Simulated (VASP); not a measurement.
Wanted: the native input for a VASP 6.6.1 run.

* Task: relaxation of cell and atoms
* Functional: LDA
* Potentials or basis: VASP PAW LDA potentials, release 64 (Ti_sv, C)
* Cutoff: 600 eV
* k mesh: 16 × 16 × 16
* Occupations: gaussian, width 0.1 eV
* Spin: no spin polarisation
* Dipole correction: no
* Further INCAR settings: ALGO = Normal; EDIFF = 1e-07; IBRION = 2; EDIFFG = -0.002; NSW = 100; ISIF = 3

The structure of TiC lies in POSCAR:

```
TiC
1.0
    0.0000000000      2.1500000000      2.1500000000
    2.1500000000      0.0000000000      2.1500000000
    2.1500000000      2.1500000000      0.0000000000
Ti C
1 1
Direct
    0.0000000000      0.0000000000      0.0000000000
    0.5000000000      0.5000000000      0.5000000000
```

One way to write it, as run:

INCAR

```
PREC = Accurate
ENCUT = 600
EDIFF = 1E-7
ISMEAR = 0
SIGMA = 0.1
LREAL = F
LASPH = T
NELM = 120
ALGO = Normal
ISIF = 3
LWAVE = F
LCHARG = F
GGA = CA
IBRION = 2
NSW = 100
EDIFFG = -0.002
GGA_COMPAT = F
NELMIN = 4
```

KPOINTS

```
regular mesh
0
Gamma
  16 16 16
```

Potentials or basis: VASP PAW LDA potentials, release 64 (Ti_sv, C).

The run is started by

```sh
$ cat potpaw_LDA.64/Ti_sv/POTCAR potpaw_LDA.64/C/POTCAR > POTCAR
$ mpirun -np 1 vasp_std > vasp.out
```

It gave:

- Relaxed volume: 9.69 Å³/atom
- Relaxed cell: a = 3.015 Å, b = 3.015 Å, c = 3.015 Å, α = 60.00°, β = 60.00°, γ = 60.00°
- Space group after relaxing (to 0.1 Å): Fm-3m (No. 225)
- Energy gained by relaxing: 5.4 meV/atom
- Ionic steps: 6
- Pressure after relaxing: 0.0 GPa
- Band gap on the k mesh: zero (bands 8 and 9 overlap by 1.07 eV)

Run time: 2.2 min on 1 thread of Intel(R) Xeon(R) Platinum 8259CL CPU @ 2.50GHz (Skylake/Cascade Lake) (shared host), peak memory 0.17 GiB.
